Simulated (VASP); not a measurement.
# Ir (Fm-3m) in VASP: notebook

Runs on Ir. Level: LDA. Tasks: single point, relaxation of cell and atoms.

Everything below comes from runs of VASP 6.6.1. Logs are shortened: lines on timing, memory, paths and dates and some standing lists are left out, and cuts for length are marked.

### 1 The cell of the first run

The structure is cubic, space group Fm-3m (No. 225). Conventional cell: a = 3.811 Å, b = 3.811 Å, c = 3.811 Å, α = 90.00°, β = 90.00°, γ = 90.00°. Ir (site symmetry m-3m) has 12 Ir at 2.69 Å within 3.6 Å.

### 2 Single point, LDA

INCAR reads:

```
SYSTEM = Ir
PREC = Accurate
ENCUT = 520
EDIFF = 1E-6
ISMEAR = -1
SIGMA = 0.05
LREAL = .FALSE.
LASPH = .TRUE.
NELM = 80
ALGO = Normal
ISIF = 2
LWAVE = .FALSE.
LCHARG = .TRUE.
GGA = CA
LELF = .TRUE.
LVHAR = .TRUE.
NBANDS = 10
```

KPOINTS reads:

```
regular mesh
0
G
  10 10 10
  0 0 0
```

POSCAR reads:

```
Ir
1.0
    2.6949375958      0.0000000000      0.0000000000
    1.3474687979      2.3338844196      0.0000000000
    1.3474687979      0.7779614732      2.2004073328
Ir
1
Direct
    0.0000000000      0.0000000000      0.0000000000
```

Potentials or basis: VASP PAW LDA potentials, release 64 (Ir).

Started as:

```sh
$ cat potpaw_LDA.64/Ir/POTCAR > POTCAR
$ mpirun -np 1 vasp_std > vasp.out
```

OUTCAR:

```text
SYSTEM = Ir
   PREC = Accurate
   ENCUT = 520
   EDIFF = 1E-6
   ISMEAR = -1
   LREAL = .FALSE.
   LASPH = .TRUE.
   NELM = 80
   ISIF = 2
   GGA = CA

 ion  position               nearest neighbor table
   1  0.000  0.000  0.000-

  LATTYP: Found a face centered cubic cell.
 ALAT       =     3.8112172978

  Lattice vectors:

 A1 = (   2.6949375958,   0.0000000000,   0.0000000000)
 A2 = (   1.3474687979,   2.3338844196,   0.0000000000)
 A3 = (   1.3474687979,   0.7779614732,   2.2004073328)

Analysis of symmetry for initial positions (statically):
=====================================================================
 Subroutine PRICEL returns:
 Original cell was already a primitive cell.

 Routine SETGRP: Setting up the symmetry group for a
 face centered cubic supercell.

 Subroutine GETGRP returns: Found 48 space group operations
 (whereof 48 operations were pure point group operations)
 out of a pool of 48 trial point group operations.

The static configuration has the point symmetry O_h .

Analysis of symmetry for dynamics (positions and initial velocities):
=====================================================================
 Subroutine PRICEL returns:
 Original cell was already a primitive cell.

 Routine SETGRP: Setting up the symmetry group for a
 face centered cubic supercell.

 Subroutine GETGRP returns: Found 48 space group operations
 (whereof 48 operations were pure point group operations)
 out of a pool of 48 trial point group operations.

The dynamic configuration has the point symmetry O_h .

 Subroutine INISYM returns: Found 48 space group operations
 (whereof 48 operations are pure point group operations),
 and found     1 'primitive' translations

----------------------------------------------------------------------------------------

                                     Primitive cell

  volume of cell :      13.8398

  direct lattice vectors                    reciprocal lattice vectors
     2.694937596  0.000000000  0.000000000     0.371066106 -0.214235116 -0.151487103
     1.347468798  2.333884420  0.000000000     0.000000000  0.428470233 -0.151487103
     1.347468798  0.777961473  2.200407333     0.000000000  0.000000000  0.454461310

  length of vectors
     2.694937596  2.694937596  2.694937596     0.454461310  0.454461310  0.454461310

  position of ions in fractional coordinates (direct lattice)
     0.000000000  0.000000000  0.000000000

  ion indices of the primitive-cell ions
   primitive index   ion index
                 1           1

----------------------------------------------------------------------------------------

 KPOINTS: regular mesh

Automatic generation of k-mesh.
 Grid dimensions read from file:
 generate k-points for:   10   10   10

 Generating k-lattice:

  Cartesian coordinates                     Fractional coordinates (reciprocal lattice)
     0.037106611 -0.021423512 -0.015148710     0.100000000  0.000000000  0.000000000
     0.000000000  0.042847023 -0.015148710     0.000000000  0.100000000  0.000000000
     0.000000000  0.000000000  0.045446131     0.000000000  0.000000000  0.100000000

  Length of vectors
     0.045446131  0.045446131  0.045446131

  Shift w.r.t. Gamma in fractional coordinates (k-lattice)
     0.000000000  0.000000000  0.000000000

 Subroutine IBZKPT returns following result:
 ===========================================

 Found     47 irreducible k-points:

 Following reciprocal coordinates:
            Coordinates               Weight
  0.000000  0.000000  0.000000      1.000000
  0.100000  0.000000  0.000000      8.000000
  0.200000  0.000000  0.000000      8.000000
  0.300000 -0.000000 -0.000000      8.000000
  0.400000 -0.000000  0.000000      8.000000
  0.500000 -0.000000 -0.000000      4.000000
[... 16 lines left out ...]
  0.300000  0.300000 -0.000000      6.000000
  0.400000  0.300000  0.000000     24.000000
 [... further k-points ...]
   k-points           NKPTS =     47   k-points in BZ     NKDIM =     47   number of bands    NBANDS=     10
   number of dos      NEDOS =    301   number of ions     NIONS =      1
   total plane-waves  NPLWV =   8000
   dimension x,y,z NGX =    20 NGY =   20 NGZ =   20
   dimension x,y,z NGXF=    40 NGYF=   40 NGZF=   40
   ions per type =               1
   NGX,Y,Z   is equivalent  to a cutoff of  12.34, 12.34, 12.34 a.u.
   NGXF,Y,Z  is equivalent  to a cutoff of  24.68, 24.68, 24.68 a.u.
 SYSTEM =  Ir
   PREC   = accura    normal or accurate (medium, high low for compatibility)
   ISTART =      0    job   : 0-new  1-cont  2-samecut
   ICHARG =      2    charge: 1-file 2-atom 10-const
   ISPIN  =      1    spin polarized calculation?
   LNONCOLLINEAR =      F non collinear calculations
   LSORBIT =      F    spin-orbit coupling
   LASPH  =      T    aspherical Exc in radial PAW
   ENCUT  =  520.0 eV  38.22 Ry    6.18 a.u.   5.01  5.01  5.01*2*pi/ulx,y,z
   NELM   =     80;   NELMIN=  2; NELMDL= -5     # of ELM steps
   EDIFF  = 0.1E-05   stopping-criterion for ELM
   LREAL  =      F    real-space projection
   EDIFFG = 0.1E-04   stopping-criterion for IOM
   NSW    =      0    number of steps for IOM
   IBRION =     -1    ionic relax: 0-MD 1-quasi-New 2-CG
   NFREE  =      0    steps in history (QN), initial steepest desc. (CG)
   ISIF   =      2    stress and relaxation
   ISYM   =      2    0-nonsym 1-usesym 2-fastsym
   POTIM  = 0.5000    time-step for ionic-motion
   TEBEG  =    0.0;   TEEND  =   0.0 temperature during run
   PSTRESS=    0.0 pullay stress
   NELECT =       9.0000    total number of electrons
   NUPDOWN=      -1.0000    fix difference up-down
   EMIN   =  10.00;   EMAX   =-10.00  energy-range for DOS
   EFERMI =   0.00;   METHOD = LEGACY
   ISMEAR =    -1;   SIGMA  =   0.05  broadening in eV -4-tet -1-fermi 0-gaus
   EFERMI_NEDOS =   21; number of points for ismear=-14 and -15
   IALGO  =     38    algorithm
   IMIX   =      4    mixing-type and parameters
     AMIX     =   0.40;   BMIX     =  1.00
     AMIX_MAG =   1.60;   BMIX_MAG =  1.00
  volume/ion in A,a.u.               =      13.84        93.40
  Fermi-wavevector in a.u.,A,eV,Ry     =   1.418334  2.680263 27.370464  2.011672
  Thomas-Fermi vector in A             =   2.539471
   LORBIT       =      0    0 simple, 1 ext, 2 COOP (PROOUT), +10 PAW based schemes
   GGA     = CA    functional components
   LHFCALC =     F    Hartree Fock is set to
   AEXX    =    0.0000 exact exchange contribution
   IVDW    =     0    specifies the selected vdW correction
   LEPSILON=     F    determine dielectric tensor
   LRPA    =     F    only Hartree local field effects (RPA)
 non-spin polarized calculation
  energy-cutoff  :      520.00
  volume of cell :       13.84
 maximum number of plane-waves:       388
   NGX =  9   NGY =  9   NGZ =  9

 number of electron       9.0000001 magnetization

 Free energy of the ion-electron system (eV)
  ---------------------------------------------------
  ext. energy  EPLUGINS =         0.00000000
  ---------------------------------------------------
  free energy    TOTEN  =       -10.33241904 eV

  energy without entropy =      -10.32361119  energy(sigma->0) =      -10.32801511

 E-fermi :  10.7771     XC(G=0): -14.2665

 val. band max:       10.7514103029   @ k =  -0.3000   0.3000   0.1000
 cond. band min:      10.8036019876   @ k =  -0.4000   0.5000   0.1000
 fundamental gap:      0.0521916847
 Fermi energy:        10.7770716511

 k-point     1 :       0.0000    0.0000    0.0000
  band No.  band energies     occupation
      1      -0.6416      2.00000
      2       6.6484      2.00000
      3       6.6484      2.00000
      4       6.6484      2.00000
      5       9.4786      2.00000
      6       9.4786      2.00000
      7      24.9946      0.00000
      8      30.6727      0.00000
      9      30.6727      0.00000
     10      30.6727      0.00000

 k-point     2 :       0.1000    0.0000    0.0000
  band No.  band energies     occupation
      1      -0.1934      2.00000
      2       6.4216      2.00000
      3       6.8359      2.00000
      4       6.8359      2.00000
      5       9.3647      2.00000
      6       9.3647      2.00000
      7      25.7601      0.00000
      8      28.7876      0.00000
      9      31.4224      0.00000
     10      31.4224      0.00000

 k-point     3 :       0.2000    0.0000    0.0000
  band No.  band energies     occupation
      1       0.9646      2.00000
      2       6.0789      2.00000
      3       7.1259      2.00000
      4       7.1259      2.00000
      5       9.3746      2.00000
      6       9.3746      2.00000
      7      25.9288      0.00000
      8      27.4373      0.00000
      9      33.4484      0.00000
     10      33.4484      0.00000

 k-point     4 :       0.3000   -0.0000   -0.0000
  band No.  band energies     occupation
      1       2.0673      2.00000
      2       6.5818      2.00000
      3       6.9958      2.00000
      4       6.9958      2.00000
      5      10.1105      2.00000
      6      10.1105      2.00000
      7      23.1796      0.00000
      8      26.9678      0.00000
      9      34.5427      0.00000
     10      34.5427      0.00000
[... 222 lines left out ...]
 k-point    22 :      -0.2000    0.2000   -0.0000
  band No.  band energies     occupation
      1       3.1002      2.00000
      2       5.4186      2.00000
      3       6.6320      2.00000
      4       8.1458      2.00000
      5       8.4118      2.00000
      6      12.0013      0.00000
      7      24.4029      0.00000
      8      27.7469      0.00000
      9      29.5545      0.00000
     10      31.7751      0.00000

 k-point    23 :       0.3000    0.3000   -0.0000
  band No.  band energies     occupation
      1       2.8998      2.00000
      2       4.1002      2.00000
      3       7.8730      2.00000
      4       9.5635      2.00000
      5       9.5635      2.00000
      6      10.8125      0.65949
      7      27.3561      0.00000
      8      27.3561      0.00000
      9      28.6315      0.00000
     10      31.5834      0.00000

 k-point    24 :       0.4000    0.3000    0.0000
  band No.  band energies     occupation
      1       3.1712      2.00000
      2       3.8782      2.00000
      3       7.9726      2.00000
      4       9.8066      2.00000
      5      11.5183      0.00000
      6      11.5452      0.00000
      7      23.7451      0.00000
      8      25.9988      0.00000
      9      27.0605      0.00000
     10      32.0297      0.00000

 [... further k-points ...]

------------------------ aborting loop because EDIFF is reached ----------------------------------------

  FORCE on cell =-STRESS in cart. coord.  units (eV):
  Direction    XX          YY          ZZ          XY          YZ          ZX
  --------------------------------------------------------------------------------------
  -------------------------------------------------------------------------------------
  Total        0.2267206      0.2267206      0.2267206      0.0000000     -0.0000000      0.0000000
  in kB       26.2464429     26.2464429     26.2464429      0.0000000     -0.0000000      0.0000000
  external PRESSURE =      26.2464429 kB  Pullay stress =       0.0000000 kB

 VOLUME and BASIS-vectors are now :
 -----------------------------------------------------------------------------
  energy-cutoff  :      520.00
  volume of cell :       13.84
      direct lattice vectors                 reciprocal lattice vectors
     2.694937596  0.000000000  0.000000000     0.371066106 -0.214235116 -0.151487103
     1.347468798  2.333884420  0.000000000     0.000000000  0.428470233 -0.151487103
     1.347468798  0.777961473  2.200407333     0.000000000  0.000000000  0.454461310

 POSITION                                       TOTAL-FORCE (eV/Angst)
 -----------------------------------------------------------------------------------
      0.00000      0.00000      0.00000        -0.000000      0.000000      0.000000
 -----------------------------------------------------------------------------------
    total drift:                                0.000000      0.000000      0.000000

  FREE ENERGIE OF THE ION-ELECTRON SYSTEM (eV)
  ---------------------------------------------------
  free  energy   TOTEN  =       -10.3324190375 eV

  energy  without entropy=      -10.3236111865  energy(sigma->0) =      -10.32801511
```

Wall time 8.6 s (1 thread of Intel Xeon 8259CL, shared host); peak memory 0.13 GiB.

What came out:

```
Free energy            : -10.3324 eV
Pressure               : 2.6 GPa
Band gap on the k mesh : zero (an odd number of electrons rules out a gap without spin polarisation)
```

Caveat: spin-orbit coupling is left out, which moves the levels of the heavy elements.

### 3 Relaxation of cell and atoms, LDA

This run uses another cell than the first one, of 14.06 Å³/atom.

INCAR reads:

```
SYSTEM = Ir
PREC = Accurate
ENCUT = 600
EDIFF = 1E-6
ISMEAR = -1
SIGMA = 0.05
LREAL = .False.
LASPH = .True.
NELM = 80
ALGO = Normal
ISIF = 3
LWAVE = .False.
LCHARG = .False.
GGA = CA
IBRION = 2
NSW = 80
EDIFFG = -0.01
```

KPOINTS reads:

```
regular mesh
0
Gamma
  10 10 10
  0 0 0
```

POSCAR reads:

```
Ir
1.0
    2.7090680000      0.0000000000      0.0000000000
    1.3545340000      2.3461217086      0.0000000000
    1.3545340000      0.7820405695      2.2119447595
Ir
1
Direct
    0.0000000000      0.0000000000      0.0000000000
```

Potentials or basis: VASP PAW LDA potentials, release 64 (Ir).

Started as:

```sh
$ cat potpaw_LDA.64/Ir/POTCAR > POTCAR
$ mpirun -np 1 vasp_std > vasp.out
```

Wall time 20 s (1 thread of Intel Xeon 8259CL, shared host); peak memory 0.16 GiB.

Results (log left out):

```yaml
Free_energy: -10.3333 eV
Relaxed_volume: 13.93 Å³/atom
Relaxed_cell: a = 2.701 Å, b = 2.701 Å, c = 2.701 Å, α = 60.00°, β = 60.00°, γ = 60.00°
Space_group_after_relaxing_to_0.1_Å: Fm-3m (No. 225)
Energy_gained_by_relaxing: 1.4 meV/atom
Ionic_steps: 3
Pressure_after_relaxing: -0.1 GPa
Band_gap_on_the_k_mesh: zero (an odd number of electrons rules out a gap without spin polarisation)
```

Step by step:
```tsv
step	energy change (eV)	largest force (eV/Å)	pressure (GPa)	volume (Å³)
1	0.0000	0.0000	-3.60	14.06
2	0.0235	0.0000	16.40	13.43
3	-0.0014	0.0000	-0.06	13.93
```

Final structure:
```cif
data_structure
_symmetry_space_group_name_H-M 'P 1'
_symmetry_Int_Tables_number 1
_cell_length_a 2.7010
_cell_length_b 2.7010
_cell_length_c 2.7010
_cell_angle_alpha 60.000
_cell_angle_beta 60.000
_cell_angle_gamma 60.000
_cell_volume 13.93
loop_
_atom_site_label
_atom_site_type_symbol
_atom_site_fract_x
_atom_site_fract_y
_atom_site_fract_z
_atom_site_occupancy
Ir1 Ir 0.00000 0.00000 0.00000 1
```

Levels at points of the mesh, in eV from the Fermi level:
| k point | band 1 | band 2 | band 3 | band 4 | band 5 | band 6 | band 7 | band 8 |
| --- | --- | --- | --- | --- | --- | --- | --- | --- |
| (0.00, 0.00, 0.00) | -11.34 | -4.09 | -4.09 | -4.09 | -1.29 | -1.29 | 14.23 | 19.87 |
| (0.50, 0.00, 0.00) | -8.35 | -4.18 | -4.18 | -0.83 | 0.85 | 0.85 | 7.35 | 13.78 |
| (0.50, 0.50, 0.00) | -8.17 | -7.61 | 0.84 | 1.43 | 1.43 | 1.66 | 10.66 | 11.70 |

Caveat: spin-orbit coupling is left out, which moves the levels of the heavy elements.
